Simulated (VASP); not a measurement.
Input of a VASP 6.6.1 run:

INCAR

```
SYSTEM = Hf
  PREC = Accurate
  ENCUT = 600
  EDIFF = 1E-7
  ISMEAR = -1
  SIGMA = 0.05
  LREAL = .False.
  LASPH = .True.
  NELM = 80
  ALGO = Fast
  ISIF = 3
  LWAVE = .False.
  LCHARG = .False.
  GGA = PS
  IVDW = 13
  IBRION = 2
  NSW = 60
  EDIFFG = -0.01
```

The input KPOINTS:

```
regular mesh
0
Gamma
  10 10 10
  0 0 0
```

POSCAR

```
Hf
1.0
    0.0000000000      2.2200000000      2.2200000000
    2.2200000000      0.0000000000      2.2200000000
    2.2200000000      2.2200000000      0.0000000000
Hf
1
Direct
    0.0000000000      0.0000000000      0.0000000000
```

Potentials or basis: VASP PAW PBE potentials, release 64 (Hf_pv).

The run is started by

```bash
$ cat potpaw_PBE.64/Hf_pv/POTCAR > POTCAR
$ mpirun -np 1 vasp_std > vasp.out
```

Problem. Estimate the space group after relaxing (to 0.05 Å).

Solution. Fm-3m (No. 225).

Problem. What does it give for the relaxed cell?

Solution. a = 3.111 Å, b = 3.111 Å, c = 3.111 Å, α = 60.00°, β = 60.00°, γ = 60.00°.

Problem. What does it give for the band gap on the k mesh?

Solution. Zero (band 5 reaches 6.34 eV, above the bottom of band 6 at 4.53 eV).

Problem. Estimate the dispersion energy per atom.

Solution. -0.128 eV.

Final structure:
```
Hf
1.0
     0.00000    2.19970    2.19970
     2.19970    0.00000    2.19970
     2.19970    2.19970    0.00000
Hf
1
Direct
  0.00000 0.00000 0.00000
```

Caveat: spin-orbit coupling is left out, which moves the levels of the heavy elements.
